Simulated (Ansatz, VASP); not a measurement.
# SnO: VASP beside Ansatz

```
CELL_PARAMETERS angstrom
3.76215 0.00000 0.00000
0.00000 3.76215 0.00000
0.00000 0.00000 4.82087
ATOMIC_POSITIONS crystal
Sn 0.50000 0.00000 0.76463
Sn 0.00000 0.50000 0.23537
O 0.00000 0.00000 0.00000
O 0.50000 0.50000 0.00000
```

Alike in both runs: task single point; functional r2SCAN; dispersion rVV10; k mesh 7 × 7 × 6; occupations fermi-dirac, width 0.05 eV; no spin polarisation.

|  | VASP | Ansatz |
| --- | --- | --- |
| version | VASP 6.6.1 | Ansatz 0.2.0 |
| potentials or method | VASP PAW PBE potentials, release 64 (Sn_d, O) | Ansatz PAW |
| plane-wave cutoff (eV) | 660 | 500 |
| valence electrons in the cell | 40 | 40 |

VASP gave:

- gap on the k mesh at the Fermi level (eV): 0.30
- least direct gap on the mesh (eV): 2.31
- pressure (GPa): 3.3
- traceless stress, the component that is largest in VASP (GPa): -0.71
- rms of the force components (eV/Å): 0.266

**Question.** Estimate Ansatz's values.

**Answer.** gap on the k mesh at the Fermi level (eV): 0.29; least direct gap on the mesh (eV): 2.35; pressure (GPa): 2.6; traceless stress, the component that is largest in VASP (GPa): -0.64; rms of the force components (eV/Å): 0.200.

VASP's potentials were made for PBE, not for r2SCAN. Atom by atom the forces differ by 0.066 eV/Å (rms over components).

Noted on Ansatz's run: odd divisions of the mesh miss points on the zone boundary, where band edges often lie, so the gap on the mesh can be too wide.
